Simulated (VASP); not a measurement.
# B (Fddd) in VASP: relaxation of cell and atoms with PBE

Aim: the relaxation of cell and atoms of B with PBE.

Program: VASP 6.6.1. These are calculated values, not measurements. Logs are shortened: lines on timing, memory, paths and dates and some standing lists are left out, and cuts for length are marked.

### 1 The cell of the first run

Symmetry: Fddd, No. 70, orthorhombic system. Conventional cell: a = 1.852 Å, b = 5.825 Å, c = 10.080 Å, α = 90.00°, β = 90.00°, γ = 90.00°. Within 2.4 Å of B (site symmetry 2) lie 8 B at 1.77 to 2.20 Å.

The cell was generated, and may not be a known phase.

### 2 Relaxation of cell and atoms, PBE

Input file INCAR:

```
PREC     = Accurate       # precision mode
ENCUT    = 600            # plane-wave cutoff, eV
EDIFF    = 1E-7           # SCF threshold, eV
ISMEAR   = 0              # smearing method
SIGMA    = 0.1            # smearing width, eV
LREAL    = False          # projectors in reciprocal space
LASPH    = True           # aspherical terms in the spheres
NELM     = 60             # most SCF steps
ALGO     = Fast           # electronic algorithm
ISIF     = 3              # what is computed and relaxed
LWAVE    = False          # write WAVECAR
LCHARG   = False          # write CHGCAR
GGA      = PE             # functional
IBRION   = 2              # ionic algorithm
NSW      = 100            # ionic steps
EDIFFG   = -0.01          # ionic threshold
KPAR     = 4
```

Input file KPOINTS:

```
Automatic mesh
0
Gamma
  26 26 26
```

Input file POSCAR:

```
B
1.0
    0.0000000000      2.9123753811      5.0399404699
    0.9261705196      0.0000000000      5.0399404699
    0.9261705196      2.9123753811      0.0000000000
B
4
Direct
    0.8304197615      0.8304197615      0.1695802385
    0.0804197615      0.0804197615      0.4195802385
    0.1695802385      0.1695802385      0.8304197615
    0.4195802385      0.4195802385      0.0804197615
```

Potentials or basis: VASP PAW PBE potentials, release 64 (B).

On the command line:

```console
> cat potpaw_PBE.64/B/POTCAR > POTCAR
> mpirun -np 4 vasp_std > vasp.out
```

OUTCAR:

```text
PREC = Accurate
   ENCUT = 600
   EDIFF = 1E-7
   ISMEAR = 0
   LREAL = False
   LASPH = True
   NELM = 60
   ISIF = 3
   GGA = PE
   IBRION = 2
   NSW = 100
   EDIFFG = -0.01

 ion  position               nearest neighbor table
   1  0.830  0.830  0.170-   4 1.77   4 1.77   3 1.87   3 1.87
   2  0.080  0.080  0.420-   3 1.77   3 1.77   4 1.87   4 1.87
   3  0.170  0.170  0.830-   2 1.77   2 1.77   1 1.87   1 1.87
   4  0.420  0.420  0.080-   1 1.77   1 1.77   2 1.87   2 1.87

  LATTYP: Found a face centered orthorhombic cell.
 ALAT       =     1.8523410392
 B/A-ratio  =     3.1445347476
 C/A-ratio  =     5.4416982221

  Lattice vectors:

 A1 = (   0.0000000000,   2.9123753811,   5.0399404699)
 A2 = (   0.9261705196,   0.0000000000,   5.0399404699)
 A3 = (   0.9261705196,   2.9123753811,   0.0000000000)

Analysis of symmetry for initial positions (statically):
=====================================================================
 Subroutine PRICEL returns:
 Original cell was already a primitive cell.

 Routine SETGRP: Setting up the symmetry group for a
 face centered orthorhombic supercell.

 Subroutine GETGRP returns: Found  8 space group operations
 (whereof  4 operations were pure point group operations)
 out of a pool of  8 trial point group operations.

The static configuration has the point symmetry D_2 .
 The point group associated with its full space group is D_2h.

Analysis of symmetry for dynamics (positions and initial velocities):
=====================================================================
 Subroutine PRICEL returns:
 Original cell was already a primitive cell.

 Routine SETGRP: Setting up the symmetry group for a
 face centered orthorhombic supercell.

 Subroutine GETGRP returns: Found  8 space group operations
 (whereof  4 operations were pure point group operations)
 out of a pool of  8 trial point group operations.

The dynamic configuration has the point symmetry D_2 .
 The point group associated with its full space group is D_2h.

 Subroutine INISYM returns: Found  8 space group operations
 (whereof  4 operations are pure point group operations),
 and found     1 'primitive' translations

----------------------------------------------------------------------------------------

                                     Primitive cell

  volume of cell :      27.1890

  direct lattice vectors                    reciprocal lattice vectors
     0.000000000  2.912375381  5.039940470    -0.539857391  0.171681166  0.099207521
     0.926170520  0.000000000  5.039940470     0.539857391 -0.171681166  0.099207521
     0.926170520  2.912375381  0.000000000     0.539857391  0.171681166 -0.099207521

  length of vectors
     5.820904595  5.124333300  3.056095907     0.575119602  0.575119602  0.575119602

  position of ions in fractional coordinates (direct lattice)
     0.830419761  0.830419761  0.169580238
     0.080419762  0.080419762  0.419580238
     0.169580238  0.169580238  0.830419761
     0.419580238  0.419580238  0.080419762

  ion indices of the primitive-cell ions
   primitive index   ion index
                 1           1
                 2           2
                 3           3
                 4           4

----------------------------------------------------------------------------------------

 KPOINTS: Automatic mesh

Automatic generation of k-mesh.
 Grid dimensions read from file:
 generate k-points for:   26   26   26

 Generating k-lattice:

  Cartesian coordinates                     Fractional coordinates (reciprocal lattice)
    -0.020763746  0.006603122  0.003815674     0.038461538  0.000000000 -0.000000000
     0.020763746 -0.006603122  0.003815674     0.000000000  0.038461538  0.000000000
     0.020763746  0.006603122 -0.003815674    -0.000000000  0.000000000  0.038461538

  Length of vectors
     0.022119985  0.022119985  0.022119985

  Shift w.r.t. Gamma in fractional coordinates (k-lattice)
     0.000000000  0.000000000  0.000000000

 Subroutine IBZKPT returns following result:
 ===========================================

 Found   2471 irreducible k-points:

 Following reciprocal coordinates:
            Coordinates               Weight
  0.000000  0.000000  0.000000      1.000000
  0.038462 -0.000000 -0.000000      8.000000
  0.076923 -0.000000 -0.000000      8.000000
  0.115385  0.000000 -0.000000      8.000000
  0.153846  0.000000 -0.000000      8.000000
  0.192308 -0.000000 -0.000000      8.000000
[... 16 lines left out ...]
  0.346154  0.038462 -0.000000      8.000000
  0.384615  0.038462 -0.000000      8.000000
 [... further k-points ...]
   k-points           NKPTS =   2471   k-points in BZ     NKDIM =   2471   number of bands    NBANDS=     10
   number of dos      NEDOS =    301   number of ions     NIONS =      4
   total plane-waves  NPLWV =  48384
   dimension x,y,z NGX =    48 NGY =   42 NGZ =   24
   dimension x,y,z NGXF=    96 NGYF=   84 NGZF=   48
   ions per type =               4
   NGX,Y,Z   is equivalent  to a cutoff of  13.71, 13.63, 13.06 a.u.
   NGXF,Y,Z  is equivalent  to a cutoff of  27.42, 27.25, 26.11 a.u.
 SYSTEM =  unknown system
   PREC   = accura    normal or accurate (medium, high low for compatibility)
   ISTART =      0    job   : 0-new  1-cont  2-samecut
   ICHARG =      2    charge: 1-file 2-atom 10-const
   ISPIN  =      1    spin polarized calculation?
   LNONCOLLINEAR =      F non collinear calculations
   LSORBIT =      F    spin-orbit coupling
   LASPH  =      T    aspherical Exc in radial PAW
   ENCUT  =  600.0 eV  44.10 Ry    6.64 a.u.  11.63 10.23  6.10*2*pi/ulx,y,z
   NELM   =     60;   NELMIN=  2; NELMDL= -5     # of ELM steps
   EDIFF  = 0.1E-06   stopping-criterion for ELM
   LREAL  =      F    real-space projection
   EDIFFG = -.1E-01   stopping-criterion for IOM
   NSW    =    100    number of steps for IOM
   IBRION =      2    ionic relax: 0-MD 1-quasi-New 2-CG
   NFREE  =      1    steps in history (QN), initial steepest desc. (CG)
   ISIF   =      3    stress and relaxation
   ISYM   =      2    0-nonsym 1-usesym 2-fastsym
   POTIM  = 0.5000    time-step for ionic-motion
   TEBEG  =    0.0;   TEEND  =   0.0 temperature during run
   PSTRESS=    0.0 pullay stress
   NELECT =      12.0000    total number of electrons
   NUPDOWN=      -1.0000    fix difference up-down
   EMIN   =  10.00;   EMAX   =-10.00  energy-range for DOS
   EFERMI =   0.00;   METHOD = LEGACY
   ISMEAR =     0;   SIGMA  =   0.10  broadening in eV -4-tet -1-fermi 0-gaus
   EFERMI_NEDOS =   21; number of points for ismear=-14 and -15
   IALGO  =     68    algorithm
   IMIX   =      4    mixing-type and parameters
     AMIX     =   0.40;   BMIX     =  1.00
     AMIX_MAG =   1.60;   BMIX_MAG =  1.00
  volume/ion in A,a.u.               =       6.80        45.87
  Fermi-wavevector in a.u.,A,eV,Ry     =   1.246438  2.355426 21.138116  1.553608
  Thomas-Fermi vector in A             =   2.380615
   LORBIT       =      0    0 simple, 1 ext, 2 COOP (PROOUT), +10 PAW based schemes
   GGA     = PE    functional components
   LHFCALC =     F    Hartree Fock is set to
   AEXX    =    0.0000 exact exchange contribution
   IVDW    =     0    specifies the selected vdW correction
   LEPSILON=     F    determine dielectric tensor
   LRPA    =     F    only Hartree local field effects (RPA)
 conjugate gradient relaxation of ions
 non-spin polarized calculation
 RMM-DIIS sequential band-by-band and
 Gauss-broadening in eV      SIGMA  =   0.10
  energy-cutoff  :      600.00
  volume of cell :       27.19
 maximum number of plane-waves:       940
   NGX = 23   NGY = 21   NGZ = 13

--------------------------------------- Ionic step        1  -------------------------------------------

 number of electron      12.0000000 magnetization

 Free energy of the ion-electron system (eV)
  ---------------------------------------------------
  ext. energy  EPLUGINS =         0.00000000
  ---------------------------------------------------
  free energy    TOTEN  =       -24.91798842 eV

  energy without entropy =      -24.91386156  energy(sigma->0) =      -24.91592499

------------------------ aborting loop because EDIFF is reached ----------------------------------------

  FORCE on cell =-STRESS in cart. coord.  units (eV):
  Direction    XX          YY          ZZ          XY          YZ          ZX
  --------------------------------------------------------------------------------------
  -------------------------------------------------------------------------------------
  Total       -0.3951173      0.6067392     -0.2294542      0.0000000      0.0000000      0.0000000
  in kB      -23.2832124     35.7535327    -13.5211246      0.0000000      0.0000000      0.0000000
  external PRESSURE =      -0.3502681 kB  Pullay stress =       0.0000000 kB
[... 99 lines left out ...]
  energy  without entropy=      -24.9166145959  energy(sigma->0) =      -24.91873223

--------------------------------------- Ionic step        4  -------------------------------------------

 number of electron      12.0000000 magnetization

 Free energy of the ion-electron system (eV)
  ---------------------------------------------------
  ext. energy  EPLUGINS =         0.00000000
  ---------------------------------------------------
  free energy    TOTEN  =       -24.92105739 eV

  energy without entropy =      -24.91676277  energy(sigma->0) =      -24.91891008

 E-fermi :   7.7773     XC(G=0): -12.0614

 val. band max:        7.7762101653   @ k =  -0.1538   0.2308   0.2308
 cond. band min:       7.7787477800   @ k =   0.0769  -0.3846   0.0385
 fundamental gap:      0.0025376147
 Fermi energy:         7.7772932426

 k-point     1 :       0.0000    0.0000    0.0000
  band No.  band energies     occupation
      1      -9.1073      2.00000
      2      -4.8071      2.00000
      3      -4.2650      2.00000
      4       2.3220      2.00000
      5       4.7505      2.00000
      6       5.4266      2.00000
      7      10.0959      0.00000
      8      11.5430      0.00000
      9      12.6374      0.00000
     10      13.3690      0.00000
[... 287 lines left out ...]
 k-point    24 :       0.3846    0.0385   -0.0000
  band No.  band energies     occupation
      1      -4.5296      2.00000
      2      -2.1074      2.00000
      3       1.1945      2.00000
      4       4.7364      2.00000
      5       5.7721      2.00000
      6       7.7196      1.58533
      7       8.0849      0.00001
      8       9.5754      0.00000
      9      12.6156      0.00000
     10      14.4098      0.00000

 [... further k-points ...]
[... 5 lines left out ...]
  --------------------------------------------------------------------------------------
  -------------------------------------------------------------------------------------
  Total        0.0042131      0.0070683      0.0039475      0.0000000      0.0000000      0.0000000
  in kB        0.2482800      0.4165391      0.2326307      0.0000000      0.0000000      0.0000000
  external PRESSURE =       0.2991499 kB  Pullay stress =       0.0000000 kB
[... 19 lines left out ...]
  FREE ENERGIE OF THE ION-ELECTRON SYSTEM (eV)
  ---------------------------------------------------
  free  energy   TOTEN  =       -24.9210573905 eV

  energy  without entropy=      -24.9167627704  energy(sigma->0) =      -24.91891008

 reached required accuracy - stopping structural energy minimisation
```

It took 32 min on 4 MPI ranks of Oxide Virtual Turin-like, shared host; peak memory 0.76 GiB.

What came out:

* Free energy: -24.9211 eV
* Energy gained by relaxing: 0.8 meV/atom
* Ionic steps: 4
* Pressure after relaxing: 0.0 GPa
* Largest force after relaxing: 0.003 eV/Å
* Band gap on the k mesh: zero (bands 6 and 7 overlap by 1.82 eV)

Forces in eV/Å, atoms in the order of the input:
```
B    0.000  0.000  0.003
B    0.000  0.000  0.003
B    0.000  0.000 -0.003
B    0.000  0.000 -0.003
```

Step by step:
```csv
step,energy change (eV),largest force (eV/Å),pressure (GPa),volume (Å³)
1,0.0000,0.0164,-0.04,27.19
2,-0.0027,0.0468,0.04,27.18
3,-0.0029,0.0361,0.03,27.18
4,-0.0031,0.0032,0.03,27.19
```

Final structure:
```yaml
crystal:
  lattice:
    - [0.00000, 2.93210, 5.02275]
    - [0.92303, 0.00000, 5.02275]
    - [0.92303, 2.93210, 0.00000]
  atoms:
    - { symbol: B, position: [0.83052, 0.83052, 0.16948] }
    - { symbol: B, position: [0.08052, 0.08052, 0.41948] }
    - { symbol: B, position: [0.16948, 0.16948, 0.83052] }
    - { symbol: B, position: [0.41948, 0.41948, 0.08052] }
```
